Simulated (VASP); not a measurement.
Bi, 2 atoms in the cell. It takes space group R-3m (No. 166, trigonal). Conventional cell: a = 4.535 Å, b = 4.535 Å, c = 11.814 Å, α = 90.00°, β = 90.00°, γ = 120.00°. Within 4.0 Å of Bi (site symmetry 3m) lie 6 Bi at 3.06 to 3.52 Å. 

```yaml
Program: VASP 6.6.1
Task: relaxation of cell and atoms
Functional: PBE
Dispersion: D4
Potentials_or_basis: VASP PAW PBE potentials, release 64 (Bi_d)
Cutoff: 600 eV
k_mesh: 12 × 12 × 12
Occupations: gaussian, width 0.1 eV
Spin: no spin polarisation
Dipole_correction: no
Further_INCAR_settings: ALGO = Fast; EDIFF = 1e-07; IBRION = 2; EDIFFG = -0.002; NSW = 100; ISIF = 3
```

Potentials or basis: VASP PAW PBE potentials, release 64 (Bi_d).

The run is started by

```console
$ cat potpaw_PBE.64/Bi_d/POTCAR > POTCAR
$ mpirun -np 1 vasp_std > vasp.out
```

Hardware: 1 thread of Oxide Virtual Turin-like Processor, on a shared host.

Question: Estimate the wall time of this run.

Answer: It took 57 min on 1 thread of Oxide Virtual Turin-like Processor, on a shared host, peak memory 0.41 GiB. Counts: scf iterations 120, k points 189, ion steps 13.
